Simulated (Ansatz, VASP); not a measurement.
Two plane-wave programs on Sr2MgAl3

```
Sr Mg Al
1.0
     5.96198    0.00000    0.00000
    -2.98099    5.16323    0.00000
     0.00000    0.00000    9.53261
Sr Mg Al
4 2 6
Direct
  0.33333 0.66667 0.06905
  0.66667 0.33333 0.56905
  0.33333 0.66667 0.43095
  0.66667 0.33333 0.93095
  0.00000 0.00000 0.00000
  0.00000 0.00000 0.50000
  0.82721 0.65442 0.25000
  0.17279 0.82721 0.75000
  0.34558 0.17279 0.25000
  0.17279 0.34558 0.75000
  0.82721 0.17279 0.25000
  0.65442 0.82721 0.75000
```

Alike in both runs: functional PBEsol; k mesh 6 × 6 × 3; occupations fermi-dirac, width 0.1 eV; no spin polarisation.

Ansatz relaxed the structure, and its values are those at the end. VASP's run is a single point on that final structure, the one shown.

|  | VASP | Ansatz |
| --- | --- | --- |
| version | VASP 6.6.1 | Ansatz 0.2.0 |
| potentials or method | VASP PAW PBE potentials, release 64 (Sr_sv, Mg, Al), cutoff 520 eV | PAW plane waves |
| valence electrons in the cell | 62 | 78 |

Ansatz gave:

* gap on the k mesh at the Fermi level (eV): none
* pressure (GPa): 0.0

Estimate VASP's values.

gap on the k mesh at the Fermi level (eV): none; pressure (GPa): 0.1.

VASP's potentials were made for PBE, not for PBEsol, and Ansatz warns of the same on its side. A gap of «none» marks a metal or a gap that the smearing closes. The functional is the same, so the differences come from potentials, cutoffs and numerics. VASP's potentials hold 62 valence electrons a cell and Ansatz's 78, so a difference there can come from the potentials and not from the codes.
